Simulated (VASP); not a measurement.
# KCl (P4/mmm) in VASP: a series of runs, part 2 of 3

VASP 6.6.1. The steps go on from the part before.

**4. Electric field gradients, PBEsol (zz strain of +1 %)**

File INCAR:

```
ALGO = Normal
EDIFF = 1E-8
ENCUT = 400
GGA = PS
GGA_COMPAT = False
ISIF = 2
ISMEAR = -1
LASPH = True
LCHARG = False
LEFG = True
LREAL = False
LWAVE = False
NBANDS = 15
NELM = 120
PREC = Accurate
SIGMA = 0.01
```

File KPOINTS:

```
k-points
0
Gamma
  7 7 7
```

File POSCAR:

```
KCl
1.0
    3.6340000000      0.0000000000      0.0000000000
    0.0000000000      3.6340000000      0.0000000000
    0.0000000000      0.0000000000      3.6703400000
K Cl
1 1
Direct
    0.0000000000      0.0000000000      0.0000000000
    0.5000000000      0.5000000000      0.5000000000
```

Potentials or basis: VASP PAW PBE potentials, release 64 (K_sv, Cl).

On the command line:

```sh
$ cat potpaw_PBE.64/K_sv/POTCAR potpaw_PBE.64/Cl/POTCAR > POTCAR
$ mpirun -np 1 vasp_std > vasp.out
```

OUTCAR:

```text
EDIFF = 1E-8
   ENCUT = 400
   GGA = PS
   ISIF = 2
   ISMEAR = -1
   LASPH = True
   LREAL = False
   NELM = 120
   PREC = Accurate

 ion  position               nearest neighbor table
   1  0.000  0.000  0.000-   2 3.16   2 3.16   2 3.16   2 3.16   2 3.16   2 3.16   2 3.16   2 3.16

   2  0.500  0.500  0.500-   1 3.16   1 3.16   1 3.16   1 3.16   1 3.16   1 3.16   1 3.16   1 3.16

  LATTYP: Found a simple tetragonal cell.
 ALAT       =     3.6340000000
 C/A-ratio  =     1.0100000000

  Lattice vectors:

 A1 = (   3.6340000000,   0.0000000000,   0.0000000000)
 A2 = (   0.0000000000,   3.6340000000,   0.0000000000)
 A3 = (   0.0000000000,   0.0000000000,   3.6703400000)

Analysis of symmetry for initial positions (statically):
=====================================================================
 Subroutine PRICEL returns:
 Original cell was already a primitive cell.

 Routine SETGRP: Setting up the symmetry group for a
 simple tetragonal supercell.

 Subroutine GETGRP returns: Found 16 space group operations
 (whereof 16 operations were pure point group operations)
 out of a pool of 16 trial point group operations.

The static configuration has the point symmetry D_4h.

Analysis of symmetry for dynamics (positions and initial velocities):
=====================================================================
 Subroutine PRICEL returns:
 Original cell was already a primitive cell.

 Routine SETGRP: Setting up the symmetry group for a
 simple tetragonal supercell.

 Subroutine GETGRP returns: Found 16 space group operations
 (whereof 16 operations were pure point group operations)
[... 578 lines left out ...]
      6      -1.8118      2.00000
      7      -1.1536      2.00000
      8      -0.1733      2.00000
      9       6.8365      0.00000
     10       7.6846      0.00000
     11       9.4381      0.00000
     12       9.8315      0.00000
     13       9.8841      0.00000
     14      11.0032      0.00000
     15      12.6100      0.00000

 [... further k-points ...]

------------------------ aborting loop because EDIFF is reached ----------------------------------------

  FORCE on cell =-STRESS in cart. coord.  units (eV):
  Direction    XX          YY          ZZ          XY          YZ          ZX
  --------------------------------------------------------------------------------------
  -------------------------------------------------------------------------------------
  Total        0.6763944      0.6763944      0.5259487      0.0000000      0.0000000      0.0000000
  in kB       22.3580755     22.3580755     17.3851252      0.0000000      0.0000000      0.0000000
  external PRESSURE =      20.7004254 kB  Pullay stress =       0.0000000 kB

 VOLUME and BASIS-vectors are now :
 -----------------------------------------------------------------------------
  energy-cutoff  :      400.00
  volume of cell :       48.47
      direct lattice vectors                 reciprocal lattice vectors
     3.634000000  0.000000000  0.000000000     0.275178866  0.000000000  0.000000000
     0.000000000  3.634000000  0.000000000     0.000000000  0.275178866  0.000000000
     0.000000000  0.000000000  3.670340000     0.000000000  0.000000000  0.272454323

 POSITION                                       TOTAL-FORCE (eV/Angst)
 -----------------------------------------------------------------------------------
      0.00000      0.00000      0.00000         0.000000      0.000000      0.000000
      1.81700      1.81700      1.83517         0.000000      0.000000      0.000000
 -----------------------------------------------------------------------------------
    total drift:                                0.000000      0.000000     -0.000000

  FREE ENERGIE OF THE ION-ELECTRON SYSTEM (eV)
  ---------------------------------------------------
  free  energy   TOTEN  =        -6.8917778855 eV

  energy  without entropy=       -6.8917778855  energy(sigma->0) =       -6.89177789

 Electric field gradients (V/A^2)
---------------------------------------------------------------------
 ion       V_xx      V_yy      V_zz      V_xy      V_xz      V_yz
---------------------------------------------------------------------
   1       0.662     0.662    -1.323    -0.000    -0.000     0.000
   2      -1.280    -1.280     2.559    -0.000     0.000    -0.000
---------------------------------------------------------------------

 Electric field gradients after diagonalization (V/A^2)
 (convention: |V_zz| > |V_xx| > |V_yy|)
----------------------------------------------------------------------
 ion       V_xx      V_yy      V_zz     asymmetry (V_yy - V_xx)/ V_zz
----------------------------------------------------------------------
   1       0.662     0.662    -1.323       0.000
   2      -1.280    -1.280     2.559       0.000
----------------------------------------------------------------------

           NMR quadrupolar parameters

 Cq : quadrupolar parameter    Cq=e*Q*V_zz/h
 eta: asymmetry parameters     (V_yy - V_xx)/ V_zz
 Q  : nuclear electric quadrupole moment in mb (millibarn)
----------------------------------------------------------------------
 ion       Cq(MHz)       eta       Q (mb)
----------------------------------------------------------------------
   1      -0.003       0.000       1.000
   2       0.006       0.000       1.000
----------------------------------------------------------------------
```

stdout:

```text
POSCAR found type information on POSCAR K Cl
 POSCAR found :  2 types and       2 ions
 scaLAPACK will be used
 -----------------------------------------------------------------------------
|                                                                             |
|                                                                             |
|     You enforced a specific xc type in the INCAR file but a different       |
|     I HOPE YOU KNOW WHAT YOU ARE DOING!                                     |
|                                                                             |
 -----------------------------------------------------------------------------

 LDA part: xc-table for (Slater+PW92), standard interpolation
 POSCAR, INCAR and KPOINTS ok, starting setup
 FFT: planning ... GRIDC
 FFT: planning ... GRID_SOFT
 FFT: planning ... GRID
 WAVECAR not read
 entering main loop
ion   1

ion   2
```

It took 22 s on 1 thread of Intel Xeon 8259CL, shared host; peak memory 0.14 GiB.

Results:

```yaml
Free_energy: -6.8918 eV
Pressure: 2.1 GPa
Band_gap_on_the_k_mesh: 5.32 eV (least direct gap 5.52 eV)
Largest_electric_field_gradient_by_atom: K -1.3; Cl +2.6 V/Å²
```

Stress tensor (GPa, compression positive):
```
2.24 0.00 0.00
0.00 2.24 0.00
0.00 0.00 1.74
```

Levels at points of the mesh, in eV from the valence-band top:
| k point | band 6 | band 7 | band 8 | band 9 | band 10 | band 11 |
| --- | --- | --- | --- | --- | --- | --- |
| (0.00, 0.00, 0.00) | -0.26 | -0.20 | -0.20 | 5.32 | 6.23 | 6.27 |

Electric field gradients, principal values (V/Å²):
```
atom   least  middle  greatest (by size)
 1 K   0.662   0.662              -1.323
2 Cl  -1.280  -1.280               2.559
```

Caveat: the cell differs from its parent crystal (zz strain of +1 %); without QUAD_EFG the Cq values of the log hold for a quadrupole moment of 1 mb, not for the nuclei; the PAW data sets were made with another functional, which shifts forces and pressure a little. A k mesh can miss the band edges.

**5. Electric field gradients, PBEsol (equal xx and yy strain of +1 %)**

File INCAR:

```
  PREC = Accurate
  ENCUT = 400
  EDIFF = 1E-8
  ISMEAR = -1
  SIGMA = 0.01
  LREAL = False
  LASPH = True
  NELM = 120
  ALGO = Normal
  ISIF = 2
  LWAVE = False
  LCHARG = False
  GGA = PS
  LEFG = True
  NBANDS = 15
  GGA_COMPAT = False
```

File KPOINTS:

```
Automatic mesh
0
Gamma
  7 7 7
```

File POSCAR:

```
KCl
1.0
    3.6703400000      0.0000000000      0.0000000000
    0.0000000000      3.6703400000      0.0000000000
    0.0000000000      0.0000000000      3.6340000000
K Cl
1 1
Direct
    0.0000000000      0.0000000000      0.0000000000
    0.5000000000      0.5000000000      0.5000000000
```

Potentials or basis: VASP PAW PBE potentials, release 64 (K_sv, Cl).

On the command line:

```sh
$ cat potpaw_PBE.64/K_sv/POTCAR potpaw_PBE.64/Cl/POTCAR > POTCAR
$ mpirun -np 1 vasp_std > vasp.out
```

OUTCAR:

```text
PREC = Accurate
   ENCUT = 400
   EDIFF = 1E-8
   ISMEAR = -1
   LREAL = False
   LASPH = True
   NELM = 120
   ISIF = 2
   GGA = PS

 ion  position               nearest neighbor table
   1  0.000  0.000  0.000-   2 3.17   2 3.17   2 3.17   2 3.17   2 3.17   2 3.17   2 3.17   2 3.17

   2  0.500  0.500  0.500-   1 3.17   1 3.17   1 3.17   1 3.17   1 3.17   1 3.17   1 3.17   1 3.17

  LATTYP: Found a simple tetragonal cell.
 ALAT       =     3.6703400000
 C/A-ratio  =     0.9900990099

  Lattice vectors:

[... 645 lines left out ...]
  FREE ENERGIE OF THE ION-ELECTRON SYSTEM (eV)
  ---------------------------------------------------
  free  energy   TOTEN  =        -6.8976998888 eV

  energy  without entropy=       -6.8976998888  energy(sigma->0) =       -6.89769989

 Electric field gradients (V/A^2)
---------------------------------------------------------------------
 ion       V_xx      V_yy      V_zz      V_xy      V_xz      V_yz
---------------------------------------------------------------------
   1      -0.655    -0.655     1.310     0.000    -0.000     0.000
   2       1.281     1.281    -2.563     0.000     0.000     0.000
---------------------------------------------------------------------

 Electric field gradients after diagonalization (V/A^2)
 (convention: |V_zz| > |V_xx| > |V_yy|)
----------------------------------------------------------------------
 ion       V_xx      V_yy      V_zz     asymmetry (V_yy - V_xx)/ V_zz
----------------------------------------------------------------------
   1      -0.655    -0.655     1.310       0.000
   2       1.281     1.281    -2.563       0.000
----------------------------------------------------------------------

           NMR quadrupolar parameters

 Cq : quadrupolar parameter    Cq=e*Q*V_zz/h
 eta: asymmetry parameters     (V_yy - V_xx)/ V_zz
 Q  : nuclear electric quadrupole moment in mb (millibarn)
----------------------------------------------------------------------
 ion       Cq(MHz)       eta       Q (mb)
----------------------------------------------------------------------
   1       0.003       0.000       1.000
   2      -0.006       0.000       1.000
----------------------------------------------------------------------
```

OSZICAR:

```text
N       E                     dE             d eps       ncg     rms          rms(c)
DAV:   1     0.820493130524E+02    0.82049E+02   -0.63345E+03  1200   0.806E+02
DAV:   2    -0.314916315060E+01   -0.85198E+02   -0.80550E+02  1559   0.223E+02
DAV:   3    -0.701566460034E+01   -0.38665E+01   -0.38522E+01  1628   0.420E+01
DAV:   4    -0.714447380551E+01   -0.12881E+00   -0.12879E+00  1770   0.718E+00
DAV:   5    -0.714548077409E+01   -0.10070E-02   -0.10070E-02  1670   0.695E-01    0.350E+00
DAV:   6    -0.692534987604E+01    0.22013E+00   -0.21762E-01  1459   0.327E+00    0.296E+00
DAV:   7    -0.689684830390E+01    0.28502E-01   -0.70291E-02  1627   0.193E+00    0.170E+00
DAV:   8    -0.689759836425E+01   -0.75006E-03   -0.15178E-02  1670   0.942E-01    0.222E-01
DAV:   9    -0.689755222163E+01    0.46143E-04   -0.54577E-04  1579   0.158E-01    0.906E-02
DAV:  10    -0.689770230126E+01   -0.15008E-03   -0.20007E-04  1369   0.114E-01    0.294E-02
DAV:  11    -0.689769884915E+01    0.34521E-05   -0.15850E-05  1711   0.308E-02    0.117E-02
DAV:  12    -0.689770006879E+01   -0.12196E-05   -0.86392E-07  1329   0.729E-03    0.232E-03
DAV:  13    -0.689769993027E+01    0.13852E-06   -0.68241E-08  1648   0.193E-03    0.501E-04
DAV:  14    -0.689769986963E+01    0.60643E-07   -0.48428E-09  1210   0.611E-04    0.837E-05
DAV:  15    -0.689769988649E+01   -0.16863E-07   -0.84941E-10  1069   0.244E-04    0.845E-05
DAV:  16    -0.689769988882E+01   -0.23226E-08   -0.23453E-10   796   0.108E-04
   1 F= -.68976999E+01 E0= -.68976999E+01  d E =-.373150E-13
```

stdout:

```text
POSCAR found type information on POSCAR K Cl
 POSCAR found :  2 types and       2 ions
 scaLAPACK will be used
 -----------------------------------------------------------------------------
|                                                                             |
|                                                                             |
|     You enforced a specific xc type in the INCAR file but a different       |
|     I HOPE YOU KNOW WHAT YOU ARE DOING!                                     |
|                                                                             |
 -----------------------------------------------------------------------------

 LDA part: xc-table for (Slater+PW92), standard interpolation
 POSCAR, INCAR and KPOINTS ok, starting setup
 FFT: planning ... GRIDC
 FFT: planning ... GRID_SOFT
 FFT: planning ... GRID
 WAVECAR not read
 entering main loop
ion   1

ion   2
```

It took 25 s on 1 thread of Intel Xeon 8259CL, shared host; peak memory 0.14 GiB.

Results:

| Quantity | Value |
| --- | --- |
| Free energy | -6.8977 eV |
| Pressure | 1.8 GPa |
| Band gap on the k mesh | 5.25 eV (least direct gap 5.45 eV) |
| Largest electric field gradient by atom | K +1.3; Cl -2.6 V/Å² |

Electric field gradients, principal values (V/Å²):
```csv
atom,least,middle,greatest (by size)
1 K,-0.655,-0.655,1.310
2 Cl,1.281,1.281,-2.563
```

Caveat: the cell differs from its parent crystal (equal xx and yy strain of +1 %); without QUAD_EFG the Cq values of the log hold for a quadrupole moment of 1 mb, not for the nuclei; the PAW data sets were made with another functional, which shifts forces and pressure a little.

(Continued in part 3 of 3.)
